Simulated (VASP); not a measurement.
HgTe, 4 atoms in the cell. It takes space group Cmcm (No. 63, orthorhombic). Conventional cell: a = 5.706 Å, b = 6.352 Å, c = 5.165 Å, α = 90.00°, β = 90.00°, γ = 90.00°. Within 3.8 Å of Hg (site symmetry m2m) lie 6 Te at 2.86 to 3.40 Å and 2 Hg at 3.02 Å. Within 3.8 Å of Te (site symmetry m2m) lie 6 Hg at 2.86 to 3.40 Å and 2 Te at 3.26 Å. 

```yaml
Program: VASP 6.6.1
Task: single point
Functional: PBEsol
Potentials_or_basis: VASP PAW PBE potentials, release 64 (Hg, Te)
Cutoff: 520 eV
k_mesh: 6 × 6 × 5
Occupations: fermi-dirac, width 0.05 eV
Spin: no spin polarisation
Dipole_correction: no
Further_INCAR_settings: ALGO = Normal; EDIFF = 1e-07; NBANDS = 26
```

Potentials or basis: VASP PAW PBE potentials, release 64 (Hg, Te).

Run with:

```bash
$ cat potpaw_PBE.64/Hg/POTCAR potpaw_PBE.64/Te/POTCAR > POTCAR
$ mpirun -np 1 vasp_std > vasp.out
```

Hardware: 1 thread of Intel(R) Xeon(R) Platinum 8488C (Sapphire Rapids), with other jobs on the host.

Task: Estimate the wall time of this run.

Result: Wall time 73 s on 1 thread of Intel(R) Xeon(R) Platinum 8488C (Sapphire Rapids) (shared host), peak memory 0.24 GiB. Counts: scf iterations 14, k points 39.
